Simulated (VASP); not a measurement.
# Lu (Pm-3m) in VASP: further runs

The runs below take Lu through relaxation of cell and atoms, with LDA.

All numbers are computed with VASP 6.6.1; they aren't measurements. Logs are shortened: lines on timing, memory, paths and dates and some standing lists are left out, and cuts for length are marked.

### 1 The cell of the first run

The structure is cubic, space group Pm-3m (No. 221). The conventional cell has a = 3.190 Å, b = 3.190 Å, c = 3.190 Å, α = 90.00°, β = 90.00°, γ = 90.00°. Lu (site symmetry m-3m) has 6 Lu at 3.19 Å within 4.2 Å.

This isn't the form of Lu at room conditions, which is hcp.

### 2 Relaxation of cell and atoms, LDA

Contents of INCAR:

```
SYSTEM = Lu
  PREC = Accurate
  ENCUT = 600
  EDIFF = 1E-6
  ISMEAR = -1
  SIGMA = 0.1
  LREAL = .False.
  LASPH = .True.
  NELM = 80
  ALGO = Normal
  ISIF = 3
  LWAVE = .False.
  LCHARG = .False.
  GGA = CA
  IBRION = 2
  NSW = 60
  EDIFFG = -0.02
```

Contents of KPOINTS:

```
Automatic mesh
0
Gamma
  15 15 15
  0 0 0
```

Contents of POSCAR:

```
Lu
1.0
    3.1900000000      0.0000000000      0.0000000000
    0.0000000000      3.1900000000      0.0000000000
    0.0000000000      0.0000000000      3.1900000000
Lu
1
Direct
    0.0000000000      0.0000000000      0.0000000000
```

Potentials or basis: VASP PAW PBE potentials, release 64 (Lu).

The run is started by

```
$ cat potpaw_PBE.64/Lu/POTCAR > POTCAR
$ mpirun -np 1 vasp_std > vasp.out
```

OUTCAR:

```text
SYSTEM = Lu
   PREC = Accurate
   ENCUT = 600
   EDIFF = 1E-6
   ISMEAR = -1
   LREAL = .False.
   LASPH = .True.
   NELM = 80
   ISIF = 3
   GGA = CA
   IBRION = 2
   NSW = 60
   EDIFFG = -0.02

 ion  position               nearest neighbor table
   1  0.000  0.000  0.000-

  LATTYP: Found a simple cubic cell.
 ALAT       =     3.1900000000

  Lattice vectors:

 A1 = (   3.1900000000,   0.0000000000,   0.0000000000)
 A2 = (   0.0000000000,   3.1900000000,   0.0000000000)
 A3 = (   0.0000000000,   0.0000000000,   3.1900000000)

Analysis of symmetry for initial positions (statically):
=====================================================================
 Subroutine PRICEL returns:
 Original cell was already a primitive cell.

 Routine SETGRP: Setting up the symmetry group for a
 simple cubic supercell.

 Subroutine GETGRP returns: Found 48 space group operations
 (whereof 48 operations were pure point group operations)
 out of a pool of 48 trial point group operations.

The static configuration has the point symmetry O_h .

Analysis of symmetry for dynamics (positions and initial velocities):
=====================================================================
 Subroutine PRICEL returns:
 Original cell was already a primitive cell.

 Routine SETGRP: Setting up the symmetry group for a
 simple cubic supercell.

 Subroutine GETGRP returns: Found 48 space group operations
 (whereof 48 operations were pure point group operations)
 out of a pool of 48 trial point group operations.

The dynamic configuration has the point symmetry O_h .

 Subroutine INISYM returns: Found 48 space group operations
 (whereof 48 operations are pure point group operations),
 and found     1 'primitive' translations

----------------------------------------------------------------------------------------

                                     Primitive cell

  volume of cell :      32.4618

  direct lattice vectors                    reciprocal lattice vectors
     3.190000000  0.000000000  0.000000000     0.313479624  0.000000000  0.000000000
     0.000000000  3.190000000  0.000000000     0.000000000  0.313479624  0.000000000
     0.000000000  0.000000000  3.190000000     0.000000000  0.000000000  0.313479624

  length of vectors
     3.190000000  3.190000000  3.190000000     0.313479624  0.313479624  0.313479624

  position of ions in fractional coordinates (direct lattice)
     0.000000000  0.000000000  0.000000000

  ion indices of the primitive-cell ions
   primitive index   ion index
                 1           1

----------------------------------------------------------------------------------------

 KPOINTS: Automatic mesh

Automatic generation of k-mesh.
 Grid dimensions read from file:
 generate k-points for:   15   15   15

 Generating k-lattice:

  Cartesian coordinates                     Fractional coordinates (reciprocal lattice)
     0.020898642  0.000000000  0.000000000     0.066666667  0.000000000  0.000000000
     0.000000000  0.020898642  0.000000000     0.000000000  0.066666667  0.000000000
     0.000000000  0.000000000  0.020898642     0.000000000  0.000000000  0.066666667

  Length of vectors
     0.020898642  0.020898642  0.020898642

  Shift w.r.t. Gamma in fractional coordinates (k-lattice)
     0.000000000  0.000000000  0.000000000

 Subroutine IBZKPT returns following result:
 ===========================================

 Found    120 irreducible k-points:

 Following reciprocal coordinates:
            Coordinates               Weight
  0.000000  0.000000  0.000000      1.000000
  0.066667  0.000000  0.000000      6.000000
  0.133333  0.000000  0.000000      6.000000
  0.200000  0.000000  0.000000      6.000000
  0.266667  0.000000  0.000000      6.000000
  0.333333  0.000000  0.000000      6.000000
[... 16 lines left out ...]
  0.266667  0.200000  0.000000     24.000000
  0.333333  0.200000  0.000000     24.000000
 [... further k-points ...]
   k-points           NKPTS =    120   k-points in BZ     NKDIM =    120   number of bands    NBANDS=     16
   number of dos      NEDOS =    301   number of ions     NIONS =      1
   total plane-waves  NPLWV =  21952
   dimension x,y,z NGX =    28 NGY =   28 NGZ =   28
   dimension x,y,z NGXF=    56 NGYF=   56 NGZF=   56
   ions per type =               1
   NGX,Y,Z   is equivalent  to a cutoff of  14.59, 14.59, 14.59 a.u.
   NGXF,Y,Z  is equivalent  to a cutoff of  29.18, 29.18, 29.18 a.u.
 SYSTEM =  Lu
   PREC   = accura    normal or accurate (medium, high low for compatibility)
   ISTART =      0    job   : 0-new  1-cont  2-samecut
   ICHARG =      2    charge: 1-file 2-atom 10-const
   ISPIN  =      1    spin polarized calculation?
   LNONCOLLINEAR =      F non collinear calculations
   LSORBIT =      F    spin-orbit coupling
   LASPH  =      T    aspherical Exc in radial PAW
   ENCUT  =  600.0 eV  44.10 Ry    6.64 a.u.   6.37  6.37  6.37*2*pi/ulx,y,z
   NELM   =     80;   NELMIN=  2; NELMDL= -5     # of ELM steps
   EDIFF  = 0.1E-05   stopping-criterion for ELM
   LREAL  =      F    real-space projection
   EDIFFG = -.2E-01   stopping-criterion for IOM
   NSW    =     60    number of steps for IOM
   IBRION =      2    ionic relax: 0-MD 1-quasi-New 2-CG
   NFREE  =      1    steps in history (QN), initial steepest desc. (CG)
   ISIF   =      3    stress and relaxation
   ISYM   =      2    0-nonsym 1-usesym 2-fastsym
   POTIM  = 0.5000    time-step for ionic-motion
   TEBEG  =    0.0;   TEEND  =   0.0 temperature during run
   PSTRESS=    0.0 pullay stress
   NELECT =      25.0000    total number of electrons
   NUPDOWN=      -1.0000    fix difference up-down
   EMIN   =  10.00;   EMAX   =-10.00  energy-range for DOS
   EFERMI =   0.00;   METHOD = LEGACY
   ISMEAR =    -1;   SIGMA  =   0.10  broadening in eV -4-tet -1-fermi 0-gaus
   EFERMI_NEDOS =   21; number of points for ismear=-14 and -15
   IALGO  =     38    algorithm
   IMIX   =      4    mixing-type and parameters
     AMIX     =   0.40;   BMIX     =  1.00
     AMIX_MAG =   1.60;   BMIX_MAG =  1.00
  volume/ion in A,a.u.               =      32.46       219.06
  Fermi-wavevector in a.u.,A,eV,Ry     =   1.500597  2.835718 30.637492  2.251792
  Thomas-Fermi vector in A             =   2.612077
   LORBIT       =      0    0 simple, 1 ext, 2 COOP (PROOUT), +10 PAW based schemes
   GGA     = CA    functional components
   LHFCALC =     F    Hartree Fock is set to
   AEXX    =    0.0000 exact exchange contribution
   IVDW    =     0    specifies the selected vdW correction
   LEPSILON=     F    determine dielectric tensor
   LRPA    =     F    only Hartree local field effects (RPA)
 conjugate gradient relaxation of ions
 non-spin polarized calculation
  energy-cutoff  :      600.00
  volume of cell :       32.46
 maximum number of plane-waves:      1100
 NGX is ok and might be reduce to    28
   NGX = 13   NGY = 13   NGZ = 13

--------------------------------------- Ionic step        1  -------------------------------------------

 number of electron      25.0000003 magnetization

 Free energy of the ion-electron system (eV)
  ---------------------------------------------------
  ext. energy  EPLUGINS =         0.00000000
  ---------------------------------------------------
  free energy    TOTEN  =        -4.31617156 eV

  energy without entropy =       -4.25067890  energy(sigma->0) =       -4.28342523

------------------------ aborting loop because EDIFF is reached ----------------------------------------

  FORCE on cell =-STRESS in cart. coord.  units (eV):
  Direction    XX          YY          ZZ          XY          YZ          ZX
  --------------------------------------------------------------------------------------
  -------------------------------------------------------------------------------------
  Total       -0.7304714     -0.7304714     -0.7304714      0.0000000      0.0000000     -0.0000000
  in kB      -36.0530291    -36.0530291    -36.0530291      0.0000000      0.0000000     -0.0000000
  external PRESSURE =     -36.0530291 kB  Pullay stress =       0.0000000 kB

 VOLUME and BASIS-vectors are now :
 -----------------------------------------------------------------------------
  energy-cutoff  :      600.00
  volume of cell :       32.46
      direct lattice vectors                 reciprocal lattice vectors
     3.190000000  0.000000000  0.000000000     0.313479624  0.000000000  0.000000000
     0.000000000  3.190000000  0.000000000     0.000000000  0.313479624  0.000000000
     0.000000000  0.000000000  3.190000000     0.000000000  0.000000000  0.313479624

 POSITION                                       TOTAL-FORCE (eV/Angst)
 -----------------------------------------------------------------------------------
      0.00000      0.00000      0.00000         0.000000      0.000000      0.000000
 -----------------------------------------------------------------------------------
    total drift:                               -0.000000     -0.000000     -0.000000

  FREE ENERGIE OF THE ION-ELECTRON SYSTEM (eV)
  ---------------------------------------------------
  free  energy   TOTEN  =        -4.3161715578 eV

  energy  without entropy=       -4.2506788982  energy(sigma->0) =       -4.28342523
[... 50 lines left out ...]
 VOLUME and BASIS-vectors are now :
 -----------------------------------------------------------------------------
  energy-cutoff  :      600.00
  volume of cell :       28.39
      direct lattice vectors                 reciprocal lattice vectors
     3.050548620 -0.000000000 -0.000000000     0.327809888 -0.000000000 -0.000000000
     0.000000000  3.050548620 -0.000000000     0.000000000  0.327809888 -0.000000000
     0.000000000  0.000000000  3.050548620     0.000000000  0.000000000  0.327809888

 POSITION                                       TOTAL-FORCE (eV/Angst)
 -----------------------------------------------------------------------------------
      0.00000      0.00000      0.00000        -0.000000     -0.000000      0.000000
 -----------------------------------------------------------------------------------
    total drift:                               -0.000000     -0.000000     -0.000000

  FREE ENERGIE OF THE ION-ELECTRON SYSTEM (eV)
  ---------------------------------------------------
  free  energy   TOTEN  =        -4.3627813904 eV

  energy  without entropy=       -4.2994276596  energy(sigma->0) =       -4.33110453

--------------------------------------- Ionic step        4  -------------------------------------------

 number of electron      25.0000010 magnetization

 Free energy of the ion-electron system (eV)
  ---------------------------------------------------
  ext. energy  EPLUGINS =         0.00000000
  ---------------------------------------------------
  free energy    TOTEN  =        -4.36293065 eV

  energy without entropy =       -4.29928729  energy(sigma->0) =       -4.33110897

 E-fermi :   1.9128     XC(G=0): -10.9944

 val. band max:        1.9075571635   @ k =   0.1333   0.1333   0.0000
 cond. band min:       1.9129100748   @ k =   0.4000   0.1333   0.0000
 fundamental gap:      0.0053529113
 Fermi energy:         1.9127944154

 k-point     1 :       0.0000    0.0000    0.0000
  band No.  band energies     occupation
      1     -54.1910      2.00000
      2     -24.6736      2.00000
      3     -24.6736      2.00000
      4     -24.6736      2.00000
      5      -3.9583      2.00000
      6      -3.3015      2.00000
[... 8 lines left out ...]
     15       8.7216      0.00000
     16       8.7216      0.00000

 k-point     2 :       0.0667    0.0000    0.0000
  band No.  band energies     occupation
      1     -54.1888      2.00000
      2     -24.7122      2.00000
      3     -24.6704      2.00000
      4     -24.6704      2.00000
      5      -3.8522      2.00000
      6      -3.3039      2.00000
[... 8 lines left out ...]
     15       8.4729      0.00000
     16       8.4729      0.00000
[... 387 lines left out ...]
      5      -3.3304      2.00000
      6      -3.3125      2.00000
[... 8 lines left out ...]
     15       5.0480      0.00000
     16       6.6948      0.00000

 k-point    24 :       0.3333    0.2000    0.0000
  band No.  band energies     occupation
      1     -54.1368      2.00000
      2     -25.2723      2.00000
      3     -24.9066      2.00000
      4     -24.5927      2.00000
      5      -3.3486      2.00000
      6      -3.3199      2.00000
[... 8 lines left out ...]
     15       5.0874      0.00000
     16       6.2107      0.00000

 [... further k-points ...]
[... 5 lines left out ...]
  --------------------------------------------------------------------------------------
  -------------------------------------------------------------------------------------
  Total       -0.0133524     -0.0133524     -0.0133524     -0.0000000     -0.0000000      0.0000000
  in kB       -0.7469297     -0.7469297     -0.7469297     -0.0000000     -0.0000000      0.0000000
  external PRESSURE =      -0.7469297 kB  Pullay stress =       0.0000000 kB

 VOLUME and BASIS-vectors are now :
 -----------------------------------------------------------------------------
  energy-cutoff  :      600.00
  volume of cell :       28.64
      direct lattice vectors                 reciprocal lattice vectors
     3.059591984 -0.000000000 -0.000000000     0.326840966 -0.000000000 -0.000000000
     0.000000000  3.059591984 -0.000000000     0.000000000  0.326840966 -0.000000000
     0.000000000  0.000000000  3.059591984     0.000000000  0.000000000  0.326840966

 POSITION                                       TOTAL-FORCE (eV/Angst)
 -----------------------------------------------------------------------------------
      0.00000      0.00000      0.00000        -0.000000     -0.000000      0.000000
 -----------------------------------------------------------------------------------
    total drift:                               -0.000000      0.000000     -0.000000

  FREE ENERGIE OF THE ION-ELECTRON SYSTEM (eV)
  ---------------------------------------------------
  free  energy   TOTEN  =        -4.3629306493 eV

  energy  without entropy=       -4.2992872883  energy(sigma->0) =       -4.33110897

 reached required accuracy - stopping structural energy minimisation
```

Run time: 4.7 min. Hardware: 1 thread of Intel Xeon Platinum 8375C at 2.90GHz (Ice Lake), shared host; peak memory 0.21 GiB.

What came out:

| Quantity | Value |
| --- | --- |
| Free energy | -4.3629 eV |
| Relaxed volume | 28.64 Å³/atom |
| Relaxed cell | a = 3.060 Å, b = 3.060 Å, c = 3.060 Å, α = 90.00°, β = 90.00°, γ = 90.00° |
| Space group after relaxing (to 0.1 Å) | Pm-3m (No. 221) |
| Energy gained by relaxing | 46.8 meV/atom |
| Ionic steps | 4 |
| Pressure after relaxing | -0.1 GPa |
| Band gap on the k mesh | zero (an odd number of electrons rules out a gap without spin polarisation) |

Step by step:
```tsv
step	energy change (eV)	largest force (eV/Å)	pressure (GPa)	volume (Å³)
1	0.0000	0.0000	-3.61	32.46
2	-0.0457	0.0000	-0.76	29.15
3	-0.0466	0.0000	0.39	28.39
4	-0.0468	0.0000	-0.07	28.64
```

Final structure:
```
Lu
1.0
     3.05959    0.00000    0.00000
     0.00000    3.05959    0.00000
     0.00000    0.00000    3.05959
Lu
1
Direct
  0.00000 0.00000 0.00000
```

Caveat: the PAW data sets were made with another functional, which shifts forces and pressure a little; spin-orbit coupling is left out, which moves the levels of the heavy elements.

(Continued in part 2 of 2.)
